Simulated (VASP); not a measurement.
# Si2W (I4/mmm) in VASP: single point with PBE

Aim: the single point of Si2W with PBE.

Program: VASP 6.6.1. These are calculated values, not measurements. Logs are shortened: lines on timing, memory, paths and dates and some standing lists are left out, and cuts for length are marked.

### 1 The cell of the first run

It takes space group I4/mmm (No. 139, tetragonal). The conventional cell has a = 3.214 Å, b = 3.214 Å, c = 7.830 Å, α = 90.00°, β = 90.00°, γ = 90.00°. Within 3.4 Å of Si (site symmetry 4mm) lie 9 Si at 2.59 to 3.21 Å and 5 W at 2.62 Å. W (site symmetry 4/mmm) has 10 Si at 2.62 Å and 4 W at 3.21 Å within 3.4 Å.

### 2 Single point, PBE

The input, INCAR:

```
PREC = Accurate
ENCUT = 520
EDIFF = 1E-7
ISMEAR = 0
SIGMA = 0.05
LREAL = False
LASPH = True
NELM = 60
ALGO = Normal
ISIF = 2
LWAVE = False
LCHARG = False
GGA = PE
NBANDS = 18
```

The input, KPOINTS:

```
regular mesh
0
Gamma
  18 18 18
```

The input, POSCAR:

```
Si2W
1.0
   -1.6069000000      1.6069000000      3.9149500000
    1.6069000000     -1.6069000000      3.9149500000
    1.6069000000      1.6069000000     -3.9149500000
Si W
2 1
Direct
    0.3347000000      0.3347000000      0.0000000000
    0.6653000000      0.6653000000      0.0000000000
    0.0000000000      0.0000000000      0.0000000000
```

Potentials or basis: VASP PAW PBE potentials, release 64 (Si, W_sv).

The run is started by

```sh
> cat potpaw_PBE.64/Si/POTCAR potpaw_PBE.64/W_sv/POTCAR > POTCAR
> mpirun -np 1 vasp_std > vasp.out
```

OUTCAR:

```text
PREC = Accurate
   ENCUT = 520
   EDIFF = 1E-7
   ISMEAR = 0
   LREAL = False
   LASPH = True
   NELM = 60
   ISIF = 2
   GGA = PE

 ion  position               nearest neighbor table
   1  0.335  0.335  0.000-   2 2.59   3 2.62   3 2.62   3 2.62   3 2.62   3 2.62   2 2.63   2 2.63
                             2 2.63   2 2.63
   2  0.665  0.665  0.000-   1 2.59   3 2.62   3 2.62   3 2.62   3 2.62   3 2.62   1 2.63   1 2.63
                             1 2.63   1 2.63
   3  0.000  0.000  0.000-   2 2.62   2 2.62   2 2.62   1 2.62   2 2.62   1 2.62   1 2.62   1 2.62
                             1 2.62   2 2.62

  LATTYP: Found a body centered tetragonal cell.
 ALAT       =     3.2138000000
 C/A-ratio  =     2.4363370465

  Lattice vectors:

 A1 = (  -1.6069000000,   1.6069000000,   3.9149500000)
 A2 = (   1.6069000000,  -1.6069000000,   3.9149500000)
 A3 = (   1.6069000000,   1.6069000000,  -3.9149500000)

Analysis of symmetry for initial positions (statically):
=====================================================================
 Subroutine PRICEL returns:
 Original cell was already a primitive cell.

 Routine SETGRP: Setting up the symmetry group for a
 body centered tetragonal supercell.

 Subroutine GETGRP returns: Found 16 space group operations
 (whereof 16 operations were pure point group operations)
 out of a pool of 16 trial point group operations.

The static configuration has the point symmetry D_4h.

Analysis of symmetry for dynamics (positions and initial velocities):
=====================================================================
 Subroutine PRICEL returns:
 Original cell was already a primitive cell.

 Routine SETGRP: Setting up the symmetry group for a
 body centered tetragonal supercell.

 Subroutine GETGRP returns: Found 16 space group operations
 (whereof 16 operations were pure point group operations)
 out of a pool of 16 trial point group operations.

The dynamic configuration has the point symmetry D_4h.

 Subroutine INISYM returns: Found 16 space group operations
 (whereof 16 operations are pure point group operations),
 and found     1 'primitive' translations

----------------------------------------------------------------------------------------

                                     Primitive cell

  volume of cell :      40.4356

  direct lattice vectors                    reciprocal lattice vectors
    -1.606900000  1.606900000  3.914950000     0.000000000  0.311158131  0.127715552
     1.606900000 -1.606900000  3.914950000     0.311158131  0.000000000  0.127715552
[... 90 lines left out ...]
   NSW    =      0    number of steps for IOM
   IBRION =     -1    ionic relax: 0-MD 1-quasi-New 2-CG
   NFREE  =      0    steps in history (QN), initial steepest desc. (CG)
   ISIF   =      2    stress and relaxation
   ISYM   =      2    0-nonsym 1-usesym 2-fastsym
   POTIM  = 0.5000    time-step for ionic-motion
   TEBEG  =    0.0;   TEEND  =   0.0 temperature during run
   PSTRESS=    0.0 pullay stress
   NELECT =      22.0000    total number of electrons
   NUPDOWN=      -1.0000    fix difference up-down
   EMIN   =  10.00;   EMAX   =-10.00  energy-range for DOS
   EFERMI =   0.00;   METHOD = LEGACY
   ISMEAR =     0;   SIGMA  =   0.05  broadening in eV -4-tet -1-fermi 0-gaus
   EFERMI_NEDOS =   21; number of points for ismear=-14 and -15
   IALGO  =     38    algorithm
   IMIX   =      4    mixing-type and parameters
     AMIX     =   0.40;   BMIX     =  1.00
     AMIX_MAG =   1.60;   BMIX_MAG =  1.00
  volume/ion in A,a.u.               =      13.48        90.96
  Fermi-wavevector in a.u.,A,eV,Ry     =   1.336476  2.525573 24.302284  1.786167
  Thomas-Fermi vector in A             =   2.465099
   LORBIT       =      0    0 simple, 1 ext, 2 COOP (PROOUT), +10 PAW based schemes
   GGA     = PE    functional components
   LHFCALC =     F    Hartree Fock is set to
   AEXX    =    0.0000 exact exchange contribution
   IVDW    =     0    specifies the selected vdW correction
   LEPSILON=     F    determine dielectric tensor
   LRPA    =     F    only Hartree local field effects (RPA)
 non-spin polarized calculation
 Gauss-broadening in eV      SIGMA  =   0.05
  energy-cutoff  :      520.00
  volume of cell :       40.44
 maximum number of plane-waves:      1118
 NGX is ok and might be reduce to    36
   NGX = 17   NGY = 17   NGZ = 17

 number of electron      21.9999999 magnetization

 Free energy of the ion-electron system (eV)
  ---------------------------------------------------
  ext. energy  EPLUGINS =         0.00000000
  ---------------------------------------------------
  free energy    TOTEN  =       -24.80901884 eV

  energy without entropy =      -24.80884475  energy(sigma->0) =      -24.80893179

 E-fermi :  11.9729     XC(G=0): -12.5284

 val. band max:       11.9434343673   @ k =  -0.3889   0.5000   0.3333
 cond. band min:      12.0048226257   @ k =  -0.3889  -0.4444   0.3889
 fundamental gap:      0.0613882584
 Fermi energy:        11.9728883813

 k-point     1 :       0.0000    0.0000    0.0000
  band No.  band energies     occupation
      1     -61.8912      2.00000
      2     -26.1508      2.00000
      3     -26.1329      2.00000
      4     -26.1329      2.00000
      5      -2.1179      2.00000
      6       5.1054      2.00000
[... 481 lines left out ...]
      5      -1.2093      2.00000
      6       5.2266      2.00000
[... 10 lines left out ...]
     17      18.2608      0.00000
     18      20.1656      0.00000

 [... further k-points ...]

------------------------ aborting loop because EDIFF is reached ----------------------------------------

  FORCE on cell =-STRESS in cart. coord.  units (eV):
  Direction    XX          YY          ZZ          XY          YZ          ZX
  --------------------------------------------------------------------------------------
  -------------------------------------------------------------------------------------
  Total        0.8195351      0.8195351      0.9161272      0.0000000      0.0000000      0.0000000
  in kB       32.4723880     32.4723880     36.2996489      0.0000000      0.0000000      0.0000000
  external PRESSURE =      33.7481416 kB  Pullay stress =       0.0000000 kB

 VOLUME and BASIS-vectors are now :
 -----------------------------------------------------------------------------
  energy-cutoff  :      520.00
  volume of cell :       40.44
      direct lattice vectors                 reciprocal lattice vectors
    -1.606900000  1.606900000  3.914950000     0.000000000  0.311158131  0.127715552
     1.606900000 -1.606900000  3.914950000     0.311158131  0.000000000  0.127715552
     1.606900000  1.606900000 -3.914950000     0.311158131  0.311158131  0.000000000

 POSITION                                       TOTAL-FORCE (eV/Angst)
 -----------------------------------------------------------------------------------
      0.00000      0.00000      2.62067        -0.000000     -0.000000     -0.063378
      0.00000      0.00000      5.20923         0.000000      0.000000      0.063378
      0.00000      0.00000      0.00000         0.000000      0.000000     -0.000000
 -----------------------------------------------------------------------------------
    total drift:                               -0.000000     -0.000000      0.000000

  FREE ENERGIE OF THE ION-ELECTRON SYSTEM (eV)
  ---------------------------------------------------
  free  energy   TOTEN  =       -24.8090188397 eV

  energy  without entropy=      -24.8088447473  energy(sigma->0) =      -24.80893179
```

OSZICAR:

```text
N       E                     dE             d eps       ncg     rms          rms(c)
DAV:   1     0.132453596234E+03    0.13245E+03   -0.10839E+04 17280   0.124E+03
DAV:   2    -0.210545717631E+02   -0.15351E+03   -0.14979E+03 19846   0.323E+02
DAV:   3    -0.256324398873E+02   -0.45779E+01   -0.45203E+01 21620   0.501E+01
DAV:   4    -0.256713840833E+02   -0.38944E-01   -0.38898E-01 20512   0.490E+00
DAV:   5    -0.256718056288E+02   -0.42155E-03   -0.42152E-03 20414   0.542E-01    0.254E+01
DAV:   6    -0.249108727641E+02    0.76093E+00   -0.34913E+00 18606   0.132E+01    0.877E+00
DAV:   7    -0.248313154301E+02    0.79557E-01   -0.22621E-01 18488   0.267E+00    0.454E+00
DAV:   8    -0.248095133808E+02    0.21802E-01   -0.42125E-02 19566   0.161E+00    0.332E-01
DAV:   9    -0.248091110754E+02    0.40231E-03   -0.10615E-03 20038   0.258E-01    0.195E-01
DAV:  10    -0.248090250399E+02    0.86035E-04   -0.27029E-04 20536   0.141E-01    0.409E-02
DAV:  11    -0.248090192531E+02    0.57868E-05   -0.35531E-05 19772   0.424E-02    0.174E-02
DAV:  12    -0.248090196407E+02   -0.38757E-06   -0.15439E-06 20566   0.816E-03    0.418E-03
DAV:  13    -0.248090189176E+02    0.72313E-06   -0.29596E-07 17480   0.481E-03    0.639E-04
DAV:  14    -0.248090188397E+02    0.77909E-07   -0.12319E-08  9548   0.103E-03
   1 F= -.24809019E+02 E0= -.24808932E+02  d E =-.174092E-03
```

stdout:

```text
POSCAR found type information on POSCAR SiW
 POSCAR found :  2 types and       3 ions
 scaLAPACK will be used
 LDA part: xc-table for (Slater+PW92), standard interpolation
 POSCAR, INCAR and KPOINTS ok, starting setup
 FFT: planning ... GRIDC
 FFT: planning ... GRID_SOFT
 FFT: planning ... GRID
 WAVECAR not read
 entering main loop
```

It took 4.3 min on 1 thread of Intel Xeon Platinum 8488C (Sapphire Rapids), shared host; peak memory 0.46 GiB.

What came out:

* Free energy: -24.8090 eV
* Pressure: 3.4 GPa
* Largest force: 0.063 eV/Å
* Band gap on the k mesh: zero (bands 11 and 12 overlap by 1.27 eV)

Forces in eV/Å, atoms in the order of the input:
```
Si   0.000  0.000 -0.063
Si   0.000  0.000  0.063
W    0.000  0.000  0.000
```

Stress tensor (GPa, compression positive):
```
3.25 0.00 0.00
0.00 3.25 0.00
0.00 0.00 3.63
```

Levels at points of the mesh, in eV from the Fermi level:
```
           k point  band 7  band 8  band 9  band 10  band 11  band 12  band 13  band 14  band 15  band 16
(0.00, 0.00, 0.00)   -3.75   -3.33   -2.85    -2.85     0.60     2.73     2.92     3.05     3.05     4.62
(0.50, 0.00, 0.00)   -5.76   -4.87   -2.81    -2.77    -0.45     2.70     2.77     3.92     4.42     5.09
(0.50, 0.50, 0.00)   -6.02   -5.51   -5.03    -3.26    -1.78     2.78     2.96     3.12     3.90     4.30
(0.50, 0.50, 0.50)   -3.85   -2.59   -0.86    -0.86    -0.51    -0.51     0.78     4.49     4.88     6.15
```

Caveat: the cell stands under pressure; spin-orbit coupling is left out, which moves the levels of the heavy elements.
